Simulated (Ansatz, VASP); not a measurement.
Two plane-wave programs on HfH3

```xyz
4
Lattice="-1.5127 1.5127 2.9161 1.5127 -1.5127 2.9161 1.5127 1.5127 -2.9161" Properties=species:S:1:pos:R:3 pbc="T T T"
Hf    0.0000    0.0000    0.0000
H     0.0000    1.5127    1.4581
H     1.5127    0.0000    1.4581
H     0.0000    0.0000    2.9161
```

Alike in both runs: functional LDA; k mesh 12 × 12 × 12; no spin polarisation.

Ansatz relaxed the structure, and its values are those at the end. VASP's run is a single point on that final structure, the one shown.

|  | VASP | Ansatz |
| --- | --- | --- |
| version | VASP 6.6.1 | Ansatz 0.2.0 |
| potentials or method | VASP PAW LDA potentials, release 64 (Hf_pv, H) | plane waves, PAW |
| plane-wave cutoff (eV) | 520 | 420 |
| occupations | methfessel-paxton of order 1, width 0.1 eV | cold, width 0.1 eV |
| valence electrons in the cell | 13 | 29 |

|  | VASP | Ansatz | Ansatz less VASP |
| --- | --- | --- | --- |
| pressure (GPa) | -0.5 | 0.0 | +0.50 |

LDA's correlation is that of Perdew and Zunger in VASP and of Perdew and Wang (1992) in Ansatz. VASP's potentials hold 13 valence electrons a cell and Ansatz's 29, so a difference there can come from the potentials and not from the codes.

Neither program's run includes spin-orbit coupling.
